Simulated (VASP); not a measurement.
Crystal: ZnS.

```
Zn S
1.0
     0.00000    2.69410    2.69410
     2.69410    0.00000    2.69410
     2.69410    2.69410    0.00000
Zn S
1 1
Direct
  0.25000 0.25000 0.25000
  0.00000 0.00000 0.00000
```

Base run:

| Item | Value |
| --- | --- |
| Program | VASP 6.6.1 |
| Functional | PBE |
| Potentials or basis | VASP PAW PBE potentials, release 64 (Zn, S) |
| Cutoff | 500 eV |
| k mesh | 5 × 5 × 5 |
| Occupations | gaussian, width 0.01 eV |
| Spin | no spin polarisation |

Its results: band gap on the k mesh 2.15 eV, direct; pressure 2.5 GPa.

After a change of settings the same cell gave: band gap on the k mesh 2.04 eV, direct; pressure 8.4 GPa. Which change was it?
A. k mesh from 5 × 5 × 5 to 2 × 2 × 2
B. k mesh from 5 × 5 × 5 to 6 × 6 × 6; further incar settings from ALGO = Normal; EDIFF = 1e-06; NBANDS = 16 to ALGO = Normal; EDIFF = 1e-06; NBANDS = 16; ISYM = 0
C. k mesh from 5 × 5 × 5 to 6 × 6 × 6
D. k mesh from 5 × 5 × 5 to 6 × 6 × 6; occupations from gaussian, width 0.01 eV to methfessel-paxton, width 0.2 eV

A.

Caveats: some runs use coarse meshes.
